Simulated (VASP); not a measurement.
Set up this calculation in VASP 6.6.1, as the native input.

* Task: single point
* Functional: PBEsol
* Potentials or basis: VASP PAW PBE potentials, release 64 (Au)
* Cutoff: 520 eV
* k mesh: 20 × 20 × 20
* Occupations: gaussian, width 0.15 eV
* Spin: no spin polarisation
* Dipole correction: no
* Further INCAR settings: ALGO = Normal; EDIFF = 1e-07; NBANDS = 12

The structure of Au lies in POSCAR:

```
Au
1.0
   -1.5246874800      1.5246874800      1.6572690000
    1.5246874800     -1.5246874800      1.6572690000
    1.5246874800      1.5246874800     -1.6572690000
Au
1
Direct
    0.0000000000      0.0000000000      0.0000000000
```

This cell differs from its parent crystal: strain -0.080 along x and y, +0.000 along z.

One way to write it, as run:

INCAR

```
SYSTEM = Au
ALGO = Normal ; EDIFF = 1E-7
ENCUT = 520 ; GGA = PS
ISIF = 2 ; ISMEAR = 0
LASPH = .TRUE. ; LCHARG = .FALSE.
LREAL = .FALSE. ; LWAVE = .FALSE.
NBANDS = 12 ; NELM = 60
PREC = Accurate ; SIGMA = 0.15
```

KPOINTS

```
k-points
0
G
  20 20 20
  0 0 0
```

Potentials or basis: VASP PAW PBE potentials, release 64 (Au).

Launch:

```sh
$ cat potpaw_PBE.64/Au/POTCAR > POTCAR
$ mpirun -np 1 vasp_std > vasp.out
```

It gave:

```
Pressure : 23.0 GPa
```

Caveat: the cell differs from its parent crystal (strain -0.080 along x and y, +0.000 along z); the PAW data sets were made with another functional, which shifts forces and pressure a little.

Wall time 58 s on 1 thread of Intel(R) Xeon(R) Platinum 8259CL CPU @ 2.50GHz (Skylake/Cascade Lake), on a shared host, peak memory 0.22 GiB.
